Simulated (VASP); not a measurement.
# In2O (P-3m1) in VASP: single point with PBEsol

Aim: the single point of In2O with PBEsol.

Everything below comes from runs of VASP 6.6.1. Logs are shortened: lines on timing, memory, paths and dates and some standing lists are left out, and cuts for length are marked.

## 1. The cell of the first run

Symmetry: P-3m1, No. 164, trigonal system. Conventional cell: a = 3.354 Å, b = 3.354 Å, c = 12.453 Å, α = 90.00°, β = 90.00°, γ = 120.00°. Within 3.0 Å of In (site symmetry 3m) lie 3 O at 2.17 Å and 1 In at 2.92 Å. In (site symmetry 3m) has 1 O at 2.36 Å within 3.1 Å. Within 2.9 Å of O (site symmetry 3m) lie 4 In at 2.17 to 2.36 Å.

## 2. Single point, PBEsol

INCAR

```
SYSTEM = In2O
ALGO = Normal ; EDIFF = 1E-7
ENCUT = 520 ; GGA = PS
ISIF = 2 ; ISMEAR = -1
LASPH = .True. ; LCHARG = .False.
LREAL = .False. ; LWAVE = .False.
NBANDS = 41 ; NELM = 60
PREC = Accurate ; SIGMA = 0.15
```

KPOINTS

```
k-points
0
Gamma
  12 12 4
  0 0 0
```

POSCAR

```
In2O
1.0
    3.3540245899      0.0000000000      0.0000000000
   -1.6770122949      2.9046704998      0.0000000000
    0.0000000000      0.0000000000     12.4534042008
In O
4 2
Direct
    0.0000000000      0.0000000000      0.3828674991
    0.0000000000      0.0000000000      0.6171325009
    0.6666666667      0.3333333333      0.1140417658
    0.3333333333      0.6666666667      0.8859582342
    0.6666666667      0.3333333333      0.3037107296
    0.3333333333      0.6666666667      0.6962892704
```

Potentials or basis: VASP PAW PBE potentials, release 64 (In_d, O).

Command:

```console
cat potpaw_PBE.64/In_d/POTCAR potpaw_PBE.64/O/POTCAR > POTCAR
mpirun -np 1 vasp_std > vasp.out
```

OUTCAR:

```text
SYSTEM = In2O
   EDIFF = 1E-7
   ENCUT = 520
   GGA = PS
   ISIF = 2
   ISMEAR = -1
   LASPH = .True.
   LREAL = .False.
   NELM = 60
   PREC = Accurate

 ion  position               nearest neighbor table
   1  0.000  0.000  0.383-   5 2.17   5 2.17   5 2.17   2 2.92   3 3.87   3 3.87   3 3.87
   2  0.000  0.000  0.617-   6 2.17   6 2.17   6 2.17   1 2.92   4 3.87   4 3.87   4 3.87
   3  0.667  0.333  0.114-   5 2.36   4 3.44   4 3.44   4 3.44   1 3.87   1 3.87   1 3.87
   4  0.333  0.667  0.886-   6 2.36   3 3.44   3 3.44   3 3.44   2 3.87   2 3.87   2 3.87
   5  0.667  0.333  0.304-   1 2.17   1 2.17   1 2.17   3 2.36
   6  0.333  0.667  0.696-   2 2.17   2 2.17   2 2.17   4 2.36

  LATTYP: Found a hexagonal cell.
 ALAT       =     3.3540245899
 C/A-ratio  =     3.7129734345

  Lattice vectors:

 A1 = (   3.3540245899,   0.0000000000,   0.0000000000)
 A2 = (  -1.6770122949,   2.9046704998,   0.0000000000)
 A3 = (   0.0000000000,   0.0000000000,  12.4534042008)

Analysis of symmetry for initial positions (statically):
=====================================================================
 Subroutine PRICEL returns:
 Original cell was already a primitive cell.

 Routine SETGRP: Setting up the symmetry group for a
 hexagonal supercell.

 Subroutine GETGRP returns: Found 12 space group operations
 (whereof 12 operations were pure point group operations)
 out of a pool of 24 trial point group operations.

The static configuration has the point symmetry D_3d.

Analysis of symmetry for dynamics (positions and initial velocities):
=====================================================================
 Subroutine PRICEL returns:
 Original cell was already a primitive cell.

 Routine SETGRP: Setting up the symmetry group for a
 hexagonal supercell.

 Subroutine GETGRP returns: Found 12 space group operations
 (whereof 12 operations were pure point group operations)
 out of a pool of 24 trial point group operations.

The dynamic configuration has the point symmetry D_3d.

 Subroutine INISYM returns: Found 12 space group operations
 (whereof 12 operations are pure point group operations),
 and found     1 'primitive' translations

----------------------------------------------------------------------------------------

                                     Primitive cell

  volume of cell :     121.3253

  direct lattice vectors                    reciprocal lattice vectors
     3.354024590  0.000000000  0.000000000     0.298149275  0.172136564  0.000000000
    -1.677012295  2.904670500  0.000000000     0.000000000  0.344273128  0.000000000
     0.000000000  0.000000000 12.453404201     0.000000000  0.000000000  0.080299329
[... 98 lines left out ...]
   ISIF   =      2    stress and relaxation
   ISYM   =      2    0-nonsym 1-usesym 2-fastsym
   POTIM  = 0.5000    time-step for ionic-motion
   TEBEG  =    0.0;   TEEND  =   0.0 temperature during run
   PSTRESS=    0.0 pullay stress
   NELECT =      64.0000    total number of electrons
   NUPDOWN=      -1.0000    fix difference up-down
   EMIN   =  10.00;   EMAX   =-10.00  energy-range for DOS
   EFERMI =   0.00;   METHOD = LEGACY
   ISMEAR =    -1;   SIGMA  =   0.15  broadening in eV -4-tet -1-fermi 0-gaus
   EFERMI_NEDOS =   21; number of points for ismear=-14 and -15
   IALGO  =     38    algorithm
   IMIX   =      4    mixing-type and parameters
     AMIX     =   0.40;   BMIX     =  1.00
     AMIX_MAG =   1.60;   BMIX_MAG =  1.00
  volume/ion in A,a.u.               =      20.22       136.46
  Fermi-wavevector in a.u.,A,eV,Ry     =   1.322770  2.499673 23.806402  1.749721
  Thomas-Fermi vector in A             =   2.452427
   LORBIT       =      0    0 simple, 1 ext, 2 COOP (PROOUT), +10 PAW based schemes
   GGA     = PS    functional components
   LHFCALC =     F    Hartree Fock is set to
   AEXX    =    0.0000 exact exchange contribution
   IVDW    =     0    specifies the selected vdW correction
   LEPSILON=     F    determine dielectric tensor
   LRPA    =     F    only Hartree local field effects (RPA)
 non-spin polarized calculation
  energy-cutoff  :      520.00
  volume of cell :      121.33
 maximum number of plane-waves:      3298
 NGX is ok and might be reduce to    28
   NGX = 13   NGY = 13   NGZ = 47

 number of electron      64.0000003 magnetization

 Free energy of the ion-electron system (eV)
  ---------------------------------------------------
  ext. energy  EPLUGINS =         0.00000000
  ---------------------------------------------------
  free energy    TOTEN  =       -27.06576921 eV

  energy without entropy =      -26.94587534  energy(sigma->0) =      -27.00582228

 E-fermi :   7.1070     XC(G=0): -10.3812

 val. band max:        7.0761963845   @ k =   0.1667   0.1667   0.2500
 cond. band min:       7.1296792572   @ k =  -0.0833   0.3333   0.2500
 fundamental gap:      0.0534828726
 Fermi energy:         7.1069775645

 k-point     1 :       0.0000    0.0000    0.0000
  band No.  band energies     occupation
      1     -12.7433      2.00000
      2     -12.7318      2.00000
      3      -8.2453      2.00000
      4      -8.1592      2.00000
      5      -8.1592      2.00000
      6      -8.1499      2.00000
[... 1045 lines left out ...]
     40      14.3929      0.00000
     41      14.4449      0.00000

 [... further k-points ...]

------------------------ aborting loop because EDIFF is reached ----------------------------------------

  FORCE on cell =-STRESS in cart. coord.  units (eV):
  Direction    XX          YY          ZZ          XY          YZ          ZX
  --------------------------------------------------------------------------------------
  -------------------------------------------------------------------------------------
  Total        0.1061199      0.1061199      0.0598282      0.0000000     -0.0000000      0.0000000
  in kB        1.4013810      1.4013810      0.7900693      0.0000000     -0.0000000      0.0000000
  external PRESSURE =       1.1976104 kB  Pullay stress =       0.0000000 kB

 VOLUME and BASIS-vectors are now :
 -----------------------------------------------------------------------------
  energy-cutoff  :      520.00
  volume of cell :      121.33
      direct lattice vectors                 reciprocal lattice vectors
     3.354024590  0.000000000  0.000000000     0.298149275  0.172136564  0.000000000
    -1.677012295  2.904670500  0.000000000     0.000000000  0.344273128  0.000000000
     0.000000000  0.000000000 12.453404201     0.000000000  0.000000000  0.080299329

 POSITION                                       TOTAL-FORCE (eV/Angst)
 -----------------------------------------------------------------------------------
      0.00000      0.00000      4.76800        -0.000000      0.000000      0.042829
      0.00000      0.00000      7.68540         0.000000     -0.000000     -0.042829
      1.67701      0.96822      1.42021         0.000000      0.000000     -0.008195
     -0.00000      1.93645     11.03320        -0.000000     -0.000000      0.008195
      1.67701      0.96822      3.78223        -0.000000     -0.000000     -0.037304
     -0.00000      1.93645      8.67117        -0.000000      0.000000      0.037304
 -----------------------------------------------------------------------------------
    total drift:                                0.000000     -0.000000      0.000000

  FREE ENERGIE OF THE ION-ELECTRON SYSTEM (eV)
  ---------------------------------------------------
  free  energy   TOTEN  =       -27.0657692117 eV

  energy  without entropy=      -26.9458753388  energy(sigma->0) =      -27.00582228
```

Wall time 12 min (1 thread of Intel Xeon 8259CL, shared host); peak memory 0.43 GiB.

What came out:

```
Free energy            : -27.0658 eV
Pressure               : 0.1 GPa
Largest force          : 0.043 eV/Å
Band gap on the k mesh : zero (bands 32 and 33 overlap by 1.51 eV)
```

Forces in eV/Å, atoms in the order of the input:
```
In   0.000  0.000  0.043
In   0.000  0.000 -0.043
In   0.000  0.000 -0.008
In   0.000  0.000  0.008
O    0.000  0.000 -0.037
O    0.000  0.000  0.037
```

Levels at points of the mesh, in eV from the Fermi level:
```
           k point  band 30  band 31  band 32  band 33  band 34  band 35
(0.00, 0.00, 0.00)    -3.77    -3.77    -1.38    -0.16     2.35     3.99
(0.50, 0.00, 0.00)    -3.02    -2.80    -1.20    -0.76     0.14     1.64
(0.00, 0.00, 0.50)    -3.77    -2.69    -2.62     0.98     1.21     5.01
(0.50, 0.00, 0.50)    -3.02    -2.53    -1.26    -0.91     0.15     1.88
```

Caveat: the PAW data sets were made with another functional, which shifts forces and pressure a little; spin-orbit coupling is left out, which moves the levels of the heavy elements.
